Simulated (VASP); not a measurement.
A run of VASP 6.6.1:

The input POSCAR:

```
Ge
1.0
   -2.6202595491      2.6202595491      1.4407874465
    2.6202595491     -2.6202595491      1.4407874465
    2.6202595491      2.6202595491     -1.4407874465
Ge
2
Direct
    0.2500000000      0.7500000000      0.5000000000
    0.5000000000      0.5000000000      0.0000000000
```

Contents of INCAR.step1:

```
SYSTEM = Ge
  ALGO = Normal
  EDIFF = 1E-4
  ENCUT = 520
  GGA = PE
  ISMEAR = 0
  LASPH = .True.
  LCHARG = .False.
  LREAL = .False.
  LWAVE = .True.
  NBANDS = 21
  NELM = 80
  PREC = Accurate
  SIGMA = 0.1
```

The input INCAR.step2:

```
SYSTEM = Ge
  ALGO = Normal
  EDIFF = 1E-6
  ENCUT = 520
  ISIF = 2
  ISMEAR = 0
  ISTART = 1
  LASPH = .True.
  LCHARG = .False.
  LMIXTAU = .True.
  LREAL = .False.
  LWAVE = .False.
  METAGGA = R2SCAN
  NBANDS = 21
  NELM = 80
  PREC = Accurate
  SIGMA = 0.1
```

File KPOINTS:

```
k-points
0
Gamma
  16 16 16
  0 0 0
```

Potentials or basis: VASP PAW PBE potentials, release 64 (Ge_d).

The run is started by

```bash
$ cat potpaw_PBE.64/Ge_d/POTCAR > POTCAR
$ cp INCAR.step1 INCAR
$ mpirun -np 1 vasp_std > vasp.out
$ cp INCAR.step2 INCAR
$ mpirun -np 1 vasp_std > vasp.out
```

Hardware: 1 thread of Intel(R) Xeon(R) 6975P-C (Granite Rapids) (shared host).

Task: How long does it take, and how much memory?

Result: It took 7.8 min on 1 thread of Intel(R) Xeon(R) 6975P-C (Granite Rapids), on a shared host, peak memory 0.35 GiB. Counts: k points 349.
